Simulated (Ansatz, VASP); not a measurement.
## One calculation of B3N2, two programs

```
B N
1.0
     3.35312    0.00000    0.00000
     0.00000    3.35312    0.00000
     0.00000    0.00000    3.35312
B N
3 2
Direct
  0.00000 0.50000 0.50000
  0.50000 0.00000 0.50000
  0.50000 0.50000 0.00000
  0.00000 0.00000 0.00000
  0.50000 0.50000 0.50000
```

Alike in both runs: task single point; functional PBE; k mesh 6 × 6 × 6; occupations gaussian, width 0.1 eV; collinear spin.

|  | VASP | Ansatz |
| --- | --- | --- |
| version | VASP 6.6.1 | Ansatz 0.2.0 |
| potentials or method | VASP PAW PBE potentials, release 64 (B, N), cutoff 520 eV | scalar-relativistic, plane waves, PAW |
| valence electrons in the cell | 19 | 19 |

```csv
,VASP,Ansatz,Ansatz less VASP
gap on the k mesh at the Fermi level (eV),none,none,-
pressure (GPa),-0.2,0.0,+0.20
net moment per atom (μB),0.00,0.00,0.000
```

A gap of «none» marks a metal or a gap that the smearing closes. With one functional, cell and mesh, what is left measures potentials, basis and numerics. Ansatz's warnings: seeded moment not kept.
